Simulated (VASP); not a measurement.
A run of VASP 6.6.1:

INCAR

```
ALGO = Normal ; EDIFF = 1E-6
ENCUT = 520 ; GGA = PS
ISIF = 2 ; ISMEAR = 0
LASPH = T ; LCHARG = F
LREAL = F ; LWAVE = F
NBANDS = 16 ; NELM = 100
PREC = Accurate ; SIGMA = 0.05
```

KPOINTS

```
k-points
0
Gamma
  9 9 6
```

POSCAR

```
MgO
1.0
    3.6630735135      0.0000000000      0.0000000000
   -1.8315367568      3.1723147186      0.0000000000
    0.0000000000      0.0000000000      3.6652713576
Mg O
2 2
Direct
    0.6666666667      0.3333333333      0.7500000000
    0.3333333333      0.6666666667      0.2500000000
    0.6666666667      0.3333333333      0.2500000000
    0.3333333333      0.6666666667      0.7500000000
```

Potentials or basis: VASP PAW PBE potentials, release 64 (Mg, O).

Command:

```console
$ cat potpaw_PBE.64/Mg/POTCAR potpaw_PBE.64/O/POTCAR > POTCAR
$ mpirun -np 1 vasp_std > vasp.out
```

Hardware: 1 thread of Intel(R) Xeon(R) 6975P-C (Granite Rapids) (shared host).

Question: How long does it take, and how much memory?

Answer: It took 13 s on 1 thread of Intel(R) Xeon(R) 6975P-C (Granite Rapids) (shared host), peak memory 0.17 GiB. Counts: scf iterations 12, k points 48.
